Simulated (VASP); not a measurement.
# Pd (P6_3/mmc) in VASP: a series of runs

Runs on Pd. Level: PBEsol. Tasks: single point.

Everything below comes from runs of VASP 6.6.1. Logs are shortened: lines on timing, memory, paths and dates and some standing lists are left out, and cuts for length are marked.

### 1 The cell of the first run

The structure is hexagonal, space group P6_3/mmc (No. 194). The conventional cell has a = 2.591 Å, b = 2.591 Å, c = 4.333 Å, α = 90.00°, β = 90.00°, γ = 120.00°. Within 3.4 Å of Pd (site symmetry -6m2) lie 12 Pd at 2.59 to 2.63 Å.

### 2 Single point, PBEsol

The input, INCAR:

```
SYSTEM = Pd
PREC     = Accurate       ! precision mode
ENCUT    = 500            ! plane-wave cutoff, eV
EDIFF    = 1E-6           ! SCF threshold, eV
ISMEAR   = -1             ! smearing method
SIGMA    = 0.05           ! smearing width, eV
LREAL    = .False.        ! projectors in reciprocal space
LASPH    = .True.         ! aspherical terms in the spheres
NELM     = 120            ! most SCF steps
ALGO     = Normal         ! electronic algorithm
ISIF     = 2              ! what is computed and relaxed
LWAVE    = .False.        ! write WAVECAR
LCHARG   = .True.         ! write CHGCAR
GGA      = PS             ! functional
LELF     = .True.         ! ELF
LVHAR    = .True.       
NBANDS   = 17             ! bands
GGA_COMPAT= .False.
```

The input, KPOINTS:

```
Automatic mesh
0
Gamma
  10 10 6
  0 0 0
```

The input, POSCAR:

```
Pd
1.0
    2.5910251468      0.0000000000      0.0000000000
   -1.2955125734      2.2438935989      0.0000000000
    0.0000000000      0.0000000000      4.3327166645
Pd
2
Direct
    0.3333333333      0.6666666667      0.2500000000
    0.6666666667      0.3333333333      0.7500000000
```

Potentials or basis: VASP PAW PBE potentials, release 64 (Pd).

On the command line:

```console
cat potpaw_PBE.64/Pd/POTCAR > POTCAR
mpirun -np 1 vasp_std > vasp.out
```

OUTCAR:

```text
SYSTEM = Pd
   PREC = Accurate
   ENCUT = 500
   EDIFF = 1E-6
   ISMEAR = -1
   LREAL = .False.
   LASPH = .True.
   NELM = 120
   ISIF = 2
   GGA = PS

 ion  position               nearest neighbor table
   1  0.333  0.667  0.250-   2 2.63   2 2.63   2 2.63   2 2.63   2 2.63   2 2.63
   2  0.667  0.333  0.750-   1 2.63   1 2.63   1 2.63   1 2.63   1 2.63   1 2.63

  LATTYP: Found a hexagonal cell.
 ALAT       =     2.5910251468
 C/A-ratio  =     1.6722017036

  Lattice vectors:

 A1 = (   2.5910251468,   0.0000000000,   0.0000000000)
 A2 = (  -1.2955125734,   2.2438935989,   0.0000000000)
 A3 = (   0.0000000000,   0.0000000000,   4.3327166645)

Analysis of symmetry for initial positions (statically):
=====================================================================
 Subroutine PRICEL returns:
 Original cell was already a primitive cell.

 Routine SETGRP: Setting up the symmetry group for a
 hexagonal supercell.

 Subroutine GETGRP returns: Found 24 space group operations
 (whereof 12 operations were pure point group operations)
 out of a pool of 24 trial point group operations.

The static configuration has the point symmetry D_3d.
 The point group associated with its full space group is D_6h.

Analysis of symmetry for dynamics (positions and initial velocities):
=====================================================================
 Subroutine PRICEL returns:
 Original cell was already a primitive cell.

 Routine SETGRP: Setting up the symmetry group for a
 hexagonal supercell.

 Subroutine GETGRP returns: Found 24 space group operations
 (whereof 12 operations were pure point group operations)
 out of a pool of 24 trial point group operations.

The dynamic configuration has the point symmetry D_3d.
 The point group associated with its full space group is D_6h.

 Subroutine INISYM returns: Found 24 space group operations
 (whereof 12 operations are pure point group operations),
 and found     1 'primitive' translations

----------------------------------------------------------------------------------------

                                     Primitive cell

  volume of cell :      25.1903

  direct lattice vectors                    reciprocal lattice vectors
     2.591025147  0.000000000  0.000000000     0.385947624  0.222826965  0.000000000
    -1.295512573  2.243893599  0.000000000     0.000000000  0.445653930  0.000000000
     0.000000000  0.000000000  4.332716665     0.000000000  0.000000000  0.230802076
[... 83 lines left out ...]
   NELM   =    120;   NELMIN=  2; NELMDL= -5     # of ELM steps
   EDIFF  = 0.1E-05   stopping-criterion for ELM
   LREAL  =      F    real-space projection
   EDIFFG = 0.1E-04   stopping-criterion for IOM
   NSW    =      0    number of steps for IOM
   IBRION =     -1    ionic relax: 0-MD 1-quasi-New 2-CG
   NFREE  =      0    steps in history (QN), initial steepest desc. (CG)
   ISIF   =      2    stress and relaxation
   ISYM   =      2    0-nonsym 1-usesym 2-fastsym
   POTIM  = 0.5000    time-step for ionic-motion
   TEBEG  =    0.0;   TEEND  =   0.0 temperature during run
   PSTRESS=    0.0 pullay stress
   NELECT =      20.0000    total number of electrons
   NUPDOWN=      -1.0000    fix difference up-down
   EMIN   =  10.00;   EMAX   =-10.00  energy-range for DOS
   EFERMI =   0.00;   METHOD = LEGACY
   ISMEAR =    -1;   SIGMA  =   0.05  broadening in eV -4-tet -1-fermi 0-gaus
   EFERMI_NEDOS =   21; number of points for ismear=-14 and -15
   IALGO  =     38    algorithm
   IMIX   =      4    mixing-type and parameters
     AMIX     =   0.40;   BMIX     =  1.00
     AMIX_MAG =   1.60;   BMIX_MAG =  1.00
  volume/ion in A,a.u.               =      12.60        85.00
  Fermi-wavevector in a.u.,A,eV,Ry     =   1.515910  2.864655 31.265961  2.297983
  Thomas-Fermi vector in A             =   2.625371
   LORBIT       =      0    0 simple, 1 ext, 2 COOP (PROOUT), +10 PAW based schemes
   GGA     = PS    functional components
   LHFCALC =     F    Hartree Fock is set to
   AEXX    =    0.0000 exact exchange contribution
   IVDW    =     0    specifies the selected vdW correction
   LEPSILON=     F    determine dielectric tensor
   LRPA    =     F    only Hartree local field effects (RPA)
 non-spin polarized calculation
  energy-cutoff  :      500.00
  volume of cell :       25.19
 maximum number of plane-waves:       652
 NGX is ok and might be reduce to    20
   NGX =  9   NGY =  9   NGZ = 15

 number of electron      20.0000001 magnetization

 Free energy of the ion-electron system (eV)
  ---------------------------------------------------
  ext. energy  EPLUGINS =         0.00000000
  ---------------------------------------------------
  free energy    TOTEN  =       -11.39243219 eV

  energy without entropy =      -11.35973767  energy(sigma->0) =      -11.37608493

 E-fermi :  12.5800     XC(G=0): -14.3791

 val. band max:       12.5610963024   @ k =   0.4000   0.0000   0.3333
 cond. band min:      12.5907828994   @ k =   0.3000   0.0000   0.0000
 fundamental gap:      0.0296865970
 Fermi energy:        12.5800168104

 k-point     1 :       0.0000    0.0000    0.0000
  band No.  band energies     occupation
      1       4.0020      2.00000
      2       5.8304      2.00000
      3       8.7096      2.00000
      4       9.0014      2.00000
      5       9.0014      2.00000
      6       9.4662      2.00000
[... 457 lines left out ...]
      4       8.1693      2.00000
      5       8.9583      2.00000
      6       9.9667      2.00000
[... 9 lines left out ...]
     16      27.6560      0.00000
     17      29.1425      0.00000

 [... further k-points ...]

------------------------ aborting loop because EDIFF is reached ----------------------------------------

  FORCE on cell =-STRESS in cart. coord.  units (eV):
  Direction    XX          YY          ZZ          XY          YZ          ZX
  --------------------------------------------------------------------------------------
  -------------------------------------------------------------------------------------
  Total        7.0159809      7.0159809      7.0077374      0.0000000      0.0000000     -0.0000000
  in kB      446.2362076    446.2362076    445.7118977      0.0000000      0.0000000     -0.0000000
  external PRESSURE =     446.0614376 kB  Pullay stress =       0.0000000 kB

 VOLUME and BASIS-vectors are now :
 -----------------------------------------------------------------------------
  energy-cutoff  :      500.00
  volume of cell :       25.19
      direct lattice vectors                 reciprocal lattice vectors
     2.591025147  0.000000000  0.000000000     0.385947624  0.222826965  0.000000000
    -1.295512573  2.243893599  0.000000000     0.000000000  0.445653930  0.000000000
     0.000000000  0.000000000  4.332716665     0.000000000  0.000000000  0.230802076

 POSITION                                       TOTAL-FORCE (eV/Angst)
 -----------------------------------------------------------------------------------
     -0.00000      1.49593      1.08318         0.000000      0.000000      0.000000
      1.29551      0.74796      3.24954        -0.000000     -0.000000      0.000000
 -----------------------------------------------------------------------------------
    total drift:                                0.000000     -0.000000      0.000000

  FREE ENERGIE OF THE ION-ELECTRON SYSTEM (eV)
  ---------------------------------------------------
  free  energy   TOTEN  =       -11.3924321926 eV

  energy  without entropy=      -11.3597376736  energy(sigma->0) =      -11.37608493
```

stdout:

```text
POSCAR found type information on POSCAR Pd
 POSCAR found :  1 types and       2 ions
 scaLAPACK will be used
 -----------------------------------------------------------------------------
|                                                                             |
|                                                                             |
|     You enforced a specific xc type in the INCAR file but a different       |
|     I HOPE YOU KNOW WHAT YOU ARE DOING!                                     |
|                                                                             |
 -----------------------------------------------------------------------------

 LDA part: xc-table for (Slater+PW92), standard interpolation
 POSCAR, INCAR and KPOINTS ok, starting setup
 FFT: planning ... GRIDC
 FFT: planning ... GRID_SOFT
 FFT: planning ... GRID
 WAVECAR not read
 entering main loop
```

Run time: 29 s. Hardware: 1 thread of Intel Xeon 8259CL, shared host; peak memory 0.15 GiB.

What came out:

* Free energy: -11.3924 eV
* Pressure: 44.6 GPa
* Band gap on the k mesh: zero (band 10 reaches 12.90 eV, above the bottom of band 11 at 11.68 eV)

Caveat: the PAW data sets were made with another functional, which shifts forces and pressure a little.

### 3 Single point, PBEsol

This run uses another cell than the first one, of 13.10 Å³/atom, 1.040 times its volume.

The input, INCAR:

```
SYSTEM = Pd
PREC = Accurate
ENCUT = 500
EDIFF = 1E-6
ISMEAR = -1
SIGMA = 0.05
LREAL = .FALSE.
LASPH = .TRUE.
NELM = 120
ALGO = Normal
ISIF = 2
LWAVE = .FALSE.
LCHARG = .FALSE.
GGA = PS
NBANDS = 17
GGA_COMPAT = .FALSE.
```

The input, KPOINTS:

```
regular mesh
0
G
  10 10 6
  0 0 0
```

The input, POSCAR:

```
Pd
1.0
    2.6240310677      0.0000000000      0.0000000000
   -1.3120155338      2.2724775649      0.0000000000
    0.0000000000      0.0000000000      4.3931397834
Pd
2
Direct
    0.3333333333      0.6666666667      0.2500000000
    0.6666666667      0.3333333333      0.7500000000
```

Potentials or basis: VASP PAW PBE potentials, release 64 (Pd).

On the command line:

```console
cat potpaw_PBE.64/Pd/POTCAR > POTCAR
mpirun -np 1 vasp_std > vasp.out
```

Run time: 27 s. Hardware: 1 thread of Intel Xeon 8259CL, shared host; peak memory 0.14 GiB.

Results (log left out):

```
Free energy            : -11.6239 eV
Pressure               : 29.6 GPa
Band gap on the k mesh : zero (band 10 reaches 12.10 eV, above the bottom of band 11 at 10.96 eV)
```

Levels at points of the mesh, in eV from the Fermi level:
```csv
k point,band 8,band 9,band 10,band 11,band 12,band 13
"(0.00, 0.00, 0.00)",-2.01,-2.01,-0.28,-0.28,0.39,7.86
"(0.50, 0.00, 0.00)",0.05,0.06,0.30,2.80,5.03,10.41
"(0.00, 0.00, 0.50)",-3.40,-0.84,-0.84,-0.84,-0.84,14.84
"(0.50, 0.00, 0.50)",-0.64,0.20,0.20,2.60,2.60,9.27
```

Caveat: the PAW data sets were made with another functional, which shifts forces and pressure a little.

### 4 Single point, PBEsol

This run uses another cell than the first one, of 13.74 Å³/atom, 1.091 times its volume.

The input, INCAR:

```
SYSTEM = Pd
PREC     = Accurate       ! precision mode
ENCUT    = 500            ! plane-wave cutoff, eV
EDIFF    = 1E-6           ! SCF threshold, eV
ISMEAR   = -1             ! smearing method
SIGMA    = 0.05           ! smearing width, eV
LREAL    = .FALSE.        ! projectors in reciprocal space
LASPH    = .TRUE.         ! aspherical terms in the spheres
NELM     = 120            ! most SCF steps
ALGO     = Normal         ! electronic algorithm
ISIF     = 2              ! what is computed and relaxed
LWAVE    = .FALSE.        ! write WAVECAR
LCHARG   = .FALSE.        ! write CHGCAR
GGA      = PS             ! functional
NBANDS   = 17             ! bands
GGA_COMPAT= .FALSE.
```

The input, KPOINTS:

```
Automatic mesh
0
G
  10 10 6
  0 0 0
```

The input, POSCAR:

```
Pd
1.0
    2.6647481700      0.0000000000      0.0000000000
   -1.3323740850      2.3077396099      0.0000000000
    0.0000000000      0.0000000000      4.4680335313
Pd
2
Direct
    0.3333333333      0.6666666667      0.2500000000
    0.6666666667      0.3333333333      0.7500000000
```

On the command line:

```console
cat potpaw_PBE.64/Pd/POTCAR > POTCAR
mpirun -np 1 vasp_std > vasp.out
```

Wall time 32 s (1 thread of Intel Xeon 8259CL, shared host); peak memory 0.15 GiB.

The run converged. Its results:

```
Free energy            : -11.7984 eV
Pressure               : 14.7 GPa
Band gap on the k mesh : zero (band 10 reaches 11.17 eV, above the bottom of band 11 at 10.12 eV)
```

Levels at points of the mesh, in eV from the Fermi level:
```csv
k point,band 8,band 9,band 10,band 11,band 12,band 13
"(0.00, 0.00, 0.00)",-1.85,-1.85,-0.26,-0.26,0.50,7.43
"(0.50, 0.00, 0.00)",0.04,0.06,0.27,2.71,4.83,10.08
"(0.00, 0.00, 0.50)",-3.14,-0.78,-0.78,-0.78,-0.78,14.45
"(0.50, 0.00, 0.50)",-0.58,0.18,0.18,2.58,2.58,8.85
```

Caveat: the PAW data sets were made with another functional, which shifts forces and pressure a little.

[end of part 1 of 2]
